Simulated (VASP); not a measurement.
# LiSc12 (a cell with a defect) in VASP: further runs

LiSc12 (a cell with a defect) is run at these levels: PBE; tasks: single point.

Everything below comes from runs of VASP 6.6.1. Logs are shortened: lines on timing, memory, paths and dates and some standing lists are left out, and cuts for length are marked.

**1. The cell of the first run**

The cell holds a defect, 13 atoms: a = 6.620 Å, b = 9.930 Å, c = 5.276 Å, α = 90.00°, β = 90.00°, γ = 120.00°.

**2. Single point, PBE**

Input file INCAR:

```
ALGO     = Normal         # electronic algorithm
EDIFF    = 1E-6           # SCF threshold, eV
ENCUT    = 520            # plane-wave cutoff, eV
GGA      = PE             # functional
ISIF     = 2              # what is computed and relaxed
ISMEAR   = -1             # smearing method
LASPH    = T              # aspherical terms in the spheres
LCHARG   = F              # write CHGCAR
LREAL    = F              # projectors in reciprocal space
LWAVE    = F              # write WAVECAR
NBANDS   = 80             # bands
NELM     = 100            # most SCF steps
PREC     = Accurate       # precision mode
SIGMA    = 0.15           # smearing width, eV
```

Input file KPOINTS:

```
k-points
0
Gamma
  3 2 3
```

Input file POSCAR:

```
LiSc12
1.0
    6.6200000000      0.0000000000      0.0000000000
   -4.9650000000      8.5996320000      0.0000000000
    0.0000000000      0.0000000000      5.2761400000
Sc Li
12 1
Direct
    0.0120839426     -0.0066038872     -0.0054763520
    0.1677745777      0.2028404239      0.4901988954
    0.0230971562      0.3301668025     -0.0118148874
    0.1846735984      0.5590636902      0.4760538955
    0.0111297559      0.6545391710     -0.0259157263
    0.2391680365      0.9120963548      0.5184885162
    0.5214129902     -0.0035711993      0.0155647879
    0.6921441989      0.2197709158      0.5022677564
    0.5045164534      0.3143317063      0.0005174237
    0.6300372349      0.4957064442      0.5058834678
    0.5079016435      0.6573480121     -0.0203720902
    0.6671094231      0.9063956458      0.5186458282
   -0.1555602371      0.7590346889      0.4072202406
```

Potentials or basis: VASP PAW PBE potentials, release 64 (Sc_sv, Li_sv).

Started as:

```
$ cat potpaw_PBE.64/Sc_sv/POTCAR potpaw_PBE.64/Li_sv/POTCAR > POTCAR
$ mpirun -np 1 vasp_std > vasp.out
```

OUTCAR:

```text
EDIFF = 1E-6
   ENCUT = 520
   GGA = PE
   ISIF = 2
   ISMEAR = -1
   LASPH = T
   LREAL = F
   NELM = 100
   PREC = Accurate

 ion  position               nearest neighbor table
   1  0.012  0.993  0.995-  13 2.97   2 3.18  12 3.21   2 3.21   9 3.22   6 3.23   7 3.27   3 3.31
                            11 3.34   7 3.36   5 3.36  12 3.41
   2  0.168  0.203  0.490-  10 2.99  12 3.15   6 3.15   1 3.18   1 3.21   9 3.23   8 3.24   3 3.26
                             3 3.28   9 3.31   8 3.39
   3  0.023  0.330  0.988-   8 3.19  11 3.23   4 3.24   2 3.26   5 3.26   9 3.27   2 3.28   1 3.31
                             8 3.31   7 3.32   4 3.34   9 3.36
   4  0.185  0.559  0.476-   5 3.20  11 3.21   5 3.21  11 3.24   3 3.24  10 3.31   8 3.32  12 3.34
                             3 3.34   6 3.35  10 3.40
   5  0.011  0.655  0.974-  13 2.94   4 3.20   4 3.21   3 3.26  11 3.27   6 3.28  10 3.31  11 3.35
                             1 3.36   9 3.37   7 3.39
   6  0.239  0.912  0.518-  13 2.35  12 2.86   8 3.03   7 3.08   7 3.11   2 3.15   1 3.23   5 3.28
                             4 3.35
   7  0.521  0.996  0.016-  12 3.08   6 3.08  12 3.10   6 3.11   8 3.21   9 3.22   1 3.27   8 3.32
                             3 3.32  11 3.33   1 3.36   5 3.39
   8  0.692  0.220  0.502-  10 2.97   6 3.03  12 3.03   3 3.19   7 3.21   2 3.24   9 3.24   9 3.26
                             3 3.31   4 3.32   7 3.32   2 3.39
   9  0.505  0.314  0.001-  10 3.04  10 3.09   7 3.22   1 3.22   2 3.23   8 3.24   8 3.26   3 3.27
                             2 3.31   3 3.36   5 3.37  11 3.40
  10  0.630  0.496  0.506-  13 2.33   8 2.97   2 2.99   9 3.04   9 3.09  11 3.28   4 3.31   5 3.31
                             4 3.40
  11  0.508  0.657  0.980-  13 2.97   4 3.21   3 3.23   4 3.24  12 3.25   5 3.27  10 3.28   7 3.33
                             1 3.34   5 3.35   9 3.40
  12  0.667  0.906  0.519-  13 2.36   6 2.86   8 3.03   7 3.08   7 3.10   2 3.15   1 3.21  11 3.25
                             4 3.34   1 3.41
  13  0.844  0.759  0.407-  10 2.33   6 2.35  12 2.36   5 2.94   1 2.97  11 2.97

  LATTYP: Found a simple monoclinic cell.
 ALAT       =     6.6200000000
 B/A-ratio  =     0.7970000000
 C/A-ratio  =     1.3228756170
 COS(beta)  =    -0.1889822420

  Lattice vectors:

 A1 = (   6.6200000000,   0.0000000000,   0.0000000000)
 A2 = (   0.0000000000,   0.0000000000,   5.2761400000)
 A3 = (  -1.6550000000,  -8.5996320000,   0.0000000000)

Analysis of symmetry for initial positions (statically):
=====================================================================
 Subroutine PRICEL returns:
 Original cell was already a primitive cell.

 Routine SETGRP: Setting up the symmetry group for a
 simple monoclinic supercell.

 Subroutine GETGRP returns: Found  1 space group operations
 (whereof  1 operations were pure point group operations)
 out of a pool of  4 trial point group operations.

The static configuration has the point symmetry C_1 .

Analysis of symmetry for dynamics (positions and initial velocities):
=====================================================================
 Subroutine PRICEL returns:
 Original cell was already a primitive cell.

 Routine SETGRP: Setting up the symmetry group for a
 simple monoclinic supercell.

 Subroutine GETGRP returns: Found  1 space group operations
 (whereof  1 operations were pure point group operations)
 out of a pool of  4 trial point group operations.

The dynamic configuration has the point symmetry C_1 .

 Subroutine INISYM returns: Found  1 space group operations
 (whereof  1 operations are pure point group operations),
 and found     1 'primitive' translations

----------------------------------------------------------------------------------------

                                     Primitive cell

  volume of cell :     300.3683

  direct lattice vectors                    reciprocal lattice vectors
     6.620000000  0.000000000  0.000000000     0.151057402  0.087213034  0.000000000
    -4.965000000  8.599632000  0.000000000     0.000000000  0.116284046  0.000000000
     0.000000000  0.000000000  5.276140000     0.000000000  0.000000000  0.189532499

  length of vectors
     6.620000000  9.929999775  5.276140000     0.174426065  0.116284046  0.189532499

  position of ions in fractional coordinates (direct lattice)
     0.012083943  0.993396113  0.994523648
     0.167774578  0.202840424  0.490198895
[... 66 lines left out ...]
 -----------------------------------------------------------------------------

 Subroutine IBZKPT returns following result:
 ===========================================

 Found     10 irreducible k-points:

 Following reciprocal coordinates:
            Coordinates               Weight
  0.000000  0.000000  0.000000      1.000000
  0.333333  0.000000  0.000000      2.000000
  0.000000  0.500000  0.000000      1.000000
  0.333333  0.500000  0.000000      2.000000
  0.000000  0.000000  0.333333      2.000000
  0.333333  0.000000  0.333333      2.000000
 -0.333333 -0.000000  0.333333      2.000000
  0.000000  0.500000  0.333333      2.000000
  0.333333  0.500000  0.333333      2.000000
 -0.333333  0.500000  0.333333      2.000000
   k-points           NKPTS =     10   k-points in BZ     NKDIM =     10   number of bands    NBANDS=     80
   number of dos      NEDOS =    301   number of ions     NIONS =     13
   total plane-waves  NPLWV = 160000
   dimension x,y,z NGX =    50 NGY =   80 NGZ =   40
   dimension x,y,z NGXF=   100 NGYF=  160 NGZF=   80
   ions per type =              12   1
   NGX,Y,Z   is equivalent  to a cutoff of  12.56, 13.39, 12.60 a.u.
   NGXF,Y,Z  is equivalent  to a cutoff of  25.11, 26.79, 25.21 a.u.
 SYSTEM =  unknown system
   PREC   = accura    normal or accurate (medium, high low for compatibility)
   ISTART =      0    job   : 0-new  1-cont  2-samecut
   ICHARG =      2    charge: 1-file 2-atom 10-const
   ISPIN  =      1    spin polarized calculation?
   LNONCOLLINEAR =      F non collinear calculations
   LSORBIT =      F    spin-orbit coupling
   LASPH  =      T    aspherical Exc in radial PAW
   ENCUT  =  520.0 eV  38.22 Ry    6.18 a.u.  12.31 18.46  9.81*2*pi/ulx,y,z
   NELM   =    100;   NELMIN=  2; NELMDL= -5     # of ELM steps
   EDIFF  = 0.1E-05   stopping-criterion for ELM
   LREAL  =      F    real-space projection
   EDIFFG = 0.1E-04   stopping-criterion for IOM
   NSW    =      0    number of steps for IOM
   IBRION =     -1    ionic relax: 0-MD 1-quasi-New 2-CG
   NFREE  =      0    steps in history (QN), initial steepest desc. (CG)
   ISIF   =      2    stress and relaxation
   ISYM   =      2    0-nonsym 1-usesym 2-fastsym
   POTIM  = 0.5000    time-step for ionic-motion
   TEBEG  =    0.0;   TEEND  =   0.0 temperature during run
   PSTRESS=    0.0 pullay stress
   NELECT =     135.0000    total number of electrons
   NUPDOWN=      -1.0000    fix difference up-down
   EMIN   =  10.00;   EMAX   =-10.00  energy-range for DOS
   EFERMI =   0.00;   METHOD = LEGACY
   ISMEAR =    -1;   SIGMA  =   0.15  broadening in eV -4-tet -1-fermi 0-gaus
   EFERMI_NEDOS =   21; number of points for ismear=-14 and -15
   IALGO  =     38    algorithm
   IMIX   =      4    mixing-type and parameters
     AMIX     =   0.40;   BMIX     =  1.00
     AMIX_MAG =   1.60;   BMIX_MAG =  1.00
  volume/ion in A,a.u.               =      23.11       155.92
  Fermi-wavevector in a.u.,A,eV,Ry     =   1.254011  2.369737 21.395756  1.572544
  Thomas-Fermi vector in A             =   2.387836
   LORBIT       =      0    0 simple, 1 ext, 2 COOP (PROOUT), +10 PAW based schemes
   GGA     = PE    functional components
   LHFCALC =     F    Hartree Fock is set to
   AEXX    =    0.0000 exact exchange contribution
   IVDW    =     0    specifies the selected vdW correction
   LEPSILON=     F    determine dielectric tensor
   LRPA    =     F    only Hartree local field effects (RPA)
 non-spin polarized calculation
  energy-cutoff  :      520.00
  volume of cell :      300.37
 maximum number of plane-waves:      8103
 NGX is ok and might be reduce to    50
   NGX = 25   NGY = 37   NGZ = 19

 number of electron     135.0000001 magnetization

 Free energy of the ion-electron system (eV)
  ---------------------------------------------------
  ext. energy  EPLUGINS =         0.00000000
  ---------------------------------------------------
  free energy    TOTEN  =       -75.84953348 eV

  energy without entropy =      -74.30306449  energy(sigma->0) =      -75.07629898

 E-fermi :   3.7432     XC(G=0):  -9.9099

 val. band max:        3.7423761276   @ k =   0.0000   0.0000   0.3333
 cond. band min:       3.7477435043   @ k =   0.0000   0.5000   0.3333
 fundamental gap:      0.0053673767
 Fermi energy:         3.7431990106

 k-point     1 :       0.0000    0.0000    0.0000
  band No.  band energies     occupation
      1     -45.7439      2.00000
      2     -45.7023      2.00000
      3     -45.6844      2.00000
      4     -45.6483      2.00000
      5     -45.6337      2.00000
      6     -45.5539      2.00000
[... 809 lines left out ...]
     78       4.8206      0.00152
     79       4.8460      0.00128
 [bands above 79 left out]

------------------------ aborting loop because EDIFF is reached ----------------------------------------

  FORCE on cell =-STRESS in cart. coord.  units (eV):
  Direction    XX          YY          ZZ          XY          YZ          ZX
  --------------------------------------------------------------------------------------
  -------------------------------------------------------------------------------------
  Total        6.8349789      7.5601664      0.4715137      0.0716960      0.1753977     -0.0262605
  in kB       36.4580632     40.3262434      2.5150736      0.3824292      0.9355786     -0.1400744
  external PRESSURE =      26.4331267 kB  Pullay stress =       0.0000000 kB

 VOLUME and BASIS-vectors are now :
 -----------------------------------------------------------------------------
  energy-cutoff  :      520.00
  volume of cell :      300.37
      direct lattice vectors                 reciprocal lattice vectors
     6.620000000  0.000000000  0.000000000     0.151057402  0.087213034  0.000000000
    -4.965000000  8.599632000  0.000000000     0.000000000  0.116284046  0.000000000
     0.000000000  0.000000000  5.276140000     0.000000000  0.000000000  0.189532499

 POSITION                                       TOTAL-FORCE (eV/Angst)
 -----------------------------------------------------------------------------------
     -4.85222      8.54284      5.24725         0.006637     -0.002434      0.001758
      0.10356      1.74435      2.58636        -0.002611     -0.006807      0.000155
     -1.48638      2.83931      5.21380        -0.003732     -0.002348      0.000559
     -1.55321      4.80774      2.51173         0.002613      0.006311      0.001447
     -3.17611      5.62880      5.13940        -0.002843      0.005280      0.002798
     -2.94527      7.84369      2.73562        -0.005311      0.002356      0.000640
     -1.49552      8.56892      0.08212        -0.003577     -0.005995     -0.002300
      3.49083      1.88995      2.65004         0.002807      0.004141      0.000618
      1.77924      2.70314      0.00273         0.004835      0.000752     -0.001070
      1.70966      4.26289      2.66911         0.001462      0.000086     -0.001982
      0.09858      5.65295      5.16865        -0.004420      0.004911     -0.000778
     -0.08399      7.79467      2.73645         0.004657     -0.005370     -0.001921
      1.82158      6.52742      2.14855        -0.000518     -0.000883      0.000076
 -----------------------------------------------------------------------------------
    total drift:                               -0.000120     -0.000236     -0.000683

  FREE ENERGIE OF THE ION-ELECTRON SYSTEM (eV)
  ---------------------------------------------------
  free  energy   TOTEN  =       -75.8495334811 eV

  energy  without entropy=      -74.3030644880  energy(sigma->0) =      -75.07629898
```

It took 17 min on 1 thread of AMD EPYC 7R43 (Zen 3), shared host; peak memory 0.42 GiB.

What came out:

```yaml
Free_energy: -75.8495 eV
Largest_force: 0.007 eV/Å
Band_gap_on_the_k_mesh: zero (an odd number of electrons rules out a gap without spin polarisation)
```

Forces on the atoms (eV/Å):
```
Sc   0.007 -0.002  0.002
Sc  -0.003 -0.007  0.000
Sc  -0.004 -0.002  0.001
Sc   0.003  0.006  0.001
Sc  -0.003  0.005  0.003
Sc  -0.005  0.002  0.001
Sc  -0.004 -0.006 -0.002
Sc   0.003  0.004  0.001
Sc   0.005  0.001 -0.001
Sc   0.001  0.000 -0.002
Sc  -0.004  0.005 -0.001
Sc   0.005 -0.005 -0.002
Li  -0.001 -0.001  0.000
```

Caveat: the k points lie up to 0.40 Å⁻¹ apart, too coarse for converged energies and pressures of a metal; the cutoff is under 1.25 times the usual one of these potentials, so pressure, stress and relaxed cells hold a basis-set (Pulay) error.

**3. Single point, PBE**

Input file INCAR:

```
PREC = Accurate ; ENCUT = 520
EDIFF = 1E-7 ; ISMEAR = -1
SIGMA = 0.15 ; LREAL = False
LASPH = True ; NELM = 100
ALGO = Normal ; ISIF = 2
LWAVE = False ; LCHARG = False
GGA = PE ; NBANDS = 80
```

Input file KPOINTS:

```
Automatic mesh
0
Gamma
  3 2 3
```

Input file POSCAR:

```
LiSc12
1.0
    6.6200000000      0.0000000000      0.0000000000
   -4.9650000000      8.5996320000      0.0000000000
    0.0000000000      0.0000000000      5.2761400000
Sc Li
12 1
Direct
    0.0107820026     -0.0069065746      0.0049217799
    0.1660464270      0.2026173911      0.5091447536
    0.0217035599      0.3301688956      0.0108283707
    0.1839221866      0.5595870847      0.5226866611
    0.0102662019      0.6547913911      0.0249568814
    0.2384673874      0.9124552074      0.4813016713
    0.5203506180     -0.0037544630     -0.0155676309
    0.6915212069      0.2199239456      0.4974993082
    0.5029948811      0.3139230842     -0.0006294374
    0.6283598678      0.4951785146      0.4942048543
    0.5067375664      0.6573695246      0.0196763164
    0.6659583166      0.9062966880      0.4814493171
   -0.1567305129      0.7587637471      0.5907930798
```

Potentials or basis: VASP PAW PBE potentials, release 64 (Sc_sv, Li_sv).

Started as:

```
$ cat potpaw_PBE.64/Sc_sv/POTCAR potpaw_PBE.64/Li_sv/POTCAR > POTCAR
$ mpirun -np 1 vasp_std > vasp.out
```

Wall time 24 min (1 thread of AMD EPYC 7R43 (Zen 3), shared host); peak memory 0.41 GiB.

The run converged. Its results:

| Item | Value |
| --- | --- |
| Free energy | -75.8495 eV |
| Largest force | 0.017 eV/Å |
| Band gap on the k mesh | zero (an odd number of electrons rules out a gap without spin polarisation) |

Forces on the atoms (eV/Å):
```
Sc   0.003  0.000 -0.002
Sc   0.009 -0.001  0.000
Sc   0.003  0.002  0.003
Sc   0.000 -0.012  0.008
Sc  -0.012 -0.003  0.000
Sc  -0.012 -0.002  0.002
Sc  -0.003  0.003 -0.001
Sc  -0.005 -0.004 -0.002
Sc   0.005  0.003  0.000
Sc   0.001  0.017 -0.003
Sc   0.004  0.002 -0.002
Sc   0.003 -0.003  0.000
Li   0.004 -0.002 -0.004
```

Levels at points of the mesh, in eV from the Fermi level:
| k point | band 63 | band 64 | band 65 | band 66 | band 67 | band 68 | band 69 | band 70 | band 71 | band 72 |
| --- | --- | --- | --- | --- | --- | --- | --- | --- | --- | --- |
| (0.00, 0.00, 0.00) | -0.57 | -0.54 | -0.45 | -0.44 | -0.27 | -0.23 | -0.21 | 0.02 | 0.29 | 0.36 |
| (0.00, 0.50, 0.00) | -0.60 | -0.58 | -0.45 | -0.30 | -0.28 | -0.21 | -0.19 | -0.07 | 0.01 | 0.57 |

Caveat: the k points lie up to 0.40 Å⁻¹ apart, too coarse for converged energies and pressures of a metal; the cutoff is under 1.25 times the usual one of these potentials, so pressure, stress and relaxed cells hold a basis-set (Pulay) error.
